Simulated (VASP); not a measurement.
Be4Se:

```
Be Se
1.0
     5.89899    0.00000    0.00000
     0.00000    5.89899    0.00000
     0.00000    0.00000    5.89899
Be Se
4 1
Direct
  0.25000 0.25000 0.25000
  0.75000 0.75000 0.25000
  0.75000 0.25000 0.75000
  0.25000 0.75000 0.75000
  0.00000 0.00000 0.00000
```

* Program: VASP 6.6.1
* Task: relaxation of cell and atoms
* Functional: PBE
* Potentials or basis: VASP PAW PBE potentials, release 64 (Be, Se)
* Cutoff: 600 eV
* k mesh: 4 × 4 × 4
* Occupations: gaussian, width 0.1 eV
* Spin: no spin polarisation

At the start: pressure -5.6 GPa; volume 41.05 Å³/atom.

**Question.** Where does the relaxation end?

**Answer.** Over 24 steps the energy falls by 1930.4 meV/atom and the volume is 12.80 Å³/atom (-68.8 %); space group P-43m (No. 215, to 0.05 Å).

The path:
```tsv
step	energy change (eV)	largest force (eV/Å)	pressure (GPa)	volume (Å³)
1	0.0000	0.4333	-5.55	205.27
2	-1.5885	0.1188	-7.30	165.83
3	-3.9238	2.3702	-5.25	113.65
4	16.3092	29.2934	195.72	44.50
5	-4.2440	2.4314	-5.37	110.03
6	-2.1394	9.2628	28.89	72.39
7	-4.4077	2.9383	-3.70	104.19
8	-5.4323	3.7059	-0.75	89.47
9	-6.3460	6.7966	38.24	53.75
10	-6.5716	6.4009	40.77	52.17
11	-6.8490	4.8792	51.25	47.60
12	-7.2417	4.3894	46.01	48.50
13	-8.2038	3.0979	32.37	51.25
14	-9.3231	1.1738	12.90	57.06
15	-9.4386	0.9064	-6.12	69.97
16	-9.6388	0.3488	-1.03	64.77
17	-9.6485	0.1646	0.74	63.46
18	-9.6478	0.2154	0.20	63.80
19	-9.6489	0.1907	0.09	63.90
20	-9.6508	0.1180	-0.27	64.20
21	-9.6498	0.0215	-0.94	64.79
22	-9.6512	0.0678	-0.51	64.41
23	-9.6517	0.0460	-0.36	64.29
24	-9.6522	0.0040	0.03	64.01
```

Final structure:
```
Be Se
1.0
     4.00031    0.00000    0.00000
     0.00000    4.00031    0.00000
     0.00000    0.00000    4.00031
Be Se
4 1
Direct
  0.30841 0.30841 0.30841
  0.69159 0.69159 0.30841
  0.69159 0.30841 0.69159
  0.30841 0.69159 0.69159
  0.00000 0.00000 0.00000
```

Caveat: the volume moved by over 15 % at a fixed basis, so the end points are rough.
